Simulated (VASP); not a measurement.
The system is Zn.

```
Zn
1.0
    -1.54783    1.54783    1.54783
     1.54783   -1.54783    1.54783
     1.54783    1.54783   -1.54783
Zn
1
Cartesian
  0.0000 0.0000 0.0000
```

Base run:

| Quantity | Value |
| --- | --- |
| Program | VASP 6.6.1 |
| Functional | PBEsol |
| Potentials or basis | VASP PAW PBE potentials, release 64 (Zn) |
| Cutoff | 520 eV |
| k mesh | 12 × 12 × 12 |
| Occupations | fermi-dirac, width 0.05 eV |
| Spin | no spin polarisation |

Its results: band gap on the k mesh zero (band 6 reaches 7.44 eV, above the bottom of band 7 at 2.28 eV); pressure -2.5 GPa.

Problem. After a change of settings the same cell gave: band gap on the k mesh zero (band 6 reaches 8.59 eV, above the bottom of band 7 at 2.05 eV); pressure 3.2 GPa. Which change was it?
A. functional from PBEsol to r2SCAN
B. functional from PBEsol to LDA; potentials or basis from VASP PAW PBE potentials, release 64 (Zn) to VASP PAW LDA potentials, release 64 (Zn)
C. functional from PBEsol to r2SCAN; further incar settings from ALGO = Normal; EDIFF = 1e-07; NBANDS = 12 to ALGO = Normal; EDIFF = 1e-06; NBANDS = 12
D. functional from PBEsol to PBE0; k mesh from 12 × 12 × 12 to 6 × 6 × 6

Solution. D.

Caveats: some runs use coarse meshes; the PAW data sets were made with another functional, which shifts forces and pressure a little.
